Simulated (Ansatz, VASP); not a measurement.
Two plane-wave programs on Rh

```
CELL_PARAMETERS angstrom
0.00000 1.89785 1.89785
1.89785 0.00000 1.89785
1.89785 1.89785 0.00000
ATOMIC_POSITIONS crystal
Rh 0.00000 0.00000 0.00000
```

Alike in both runs: task relaxation of cell and atoms; functional LDA; k mesh 20 × 20 × 20; occupations fermi-dirac, width 0.08 eV; no spin polarisation.

|  | VASP | Ansatz |
| --- | --- | --- |
| version | VASP 6.6.1 | Ansatz 0.2.0 |
| potentials or method | VASP PAW LDA potentials, release 64 (Rh_pv) | PAW with Ansatz's default frozen-core files, scalar-relativistic |
| plane-wave cutoff (eV) | 600 | 420 |
| valence electrons in the cell | 15 | 17 |

|  | VASP | Ansatz | Ansatz less VASP |
| --- | --- | --- | --- |
| relaxed volume (Å³/atom) | 13.27 | 13.23 | -0.032 |
| relaxed cell length with the largest relative difference (Å) | 2.657 | 2.655 | -0.0022 |

LDA's correlation is that of Perdew and Zunger in VASP and of Perdew and Wang (1992) in Ansatz. VASP's potentials hold 15 valence electrons a cell and Ansatz's 17, so a difference there can come from the potentials and not from the codes.
